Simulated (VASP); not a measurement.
A run of VASP 6.6.1:

The input INCAR:

```
  ALGO = Normal
  EDIFF = 1E-7
  EDIFFG = -0.01
  ENCUT = 600
  GGA = PE
  IBRION = 2
  ISIF = 4
  ISMEAR = 0
  LASPH = T
  LCHARG = F
  LREAL = F
  LWAVE = F
  NELM = 60
  NSW = 50
  PREC = Accurate
  SIGMA = 0.02
```

The input KPOINTS:

```
k-points
0
Gamma
  12 12 4
```

File POSCAR:

```
SnSe2
1.0
    3.8255728737      0.0000000000      0.0000000000
   -1.9127864369      3.3130432927      0.0000000000
    0.0000000000      0.0000000000      6.7283186257
Sn Se
1 2
Direct
    0.0000000000      0.0000000000      0.0000000000
    0.3333333333      0.6666666667      0.2348732450
    0.6666666667      0.3333333333      0.7651267550
```

Potentials or basis: VASP PAW PBE potentials, release 64 (Sn_d, Se).

The run is started by

```console
$ cat potpaw_PBE.64/Sn_d/POTCAR potpaw_PBE.64/Se/POTCAR > POTCAR
$ mpirun -np 1 vasp_std > vasp.out
```

Hardware: 1 thread of Intel(R) Xeon(R) Platinum 8259CL CPU @ 2.50GHz (Skylake/Cascade Lake) (shared host).

**Question.** How long does it take, and how much memory?

**Answer.** It took 5 min on 1 thread of Intel(R) Xeon(R) Platinum 8259CL CPU @ 2.50GHz (Skylake/Cascade Lake) (shared host), peak memory 0.31 GiB. Counts: scf iterations 55, k points 69, ion steps 6.
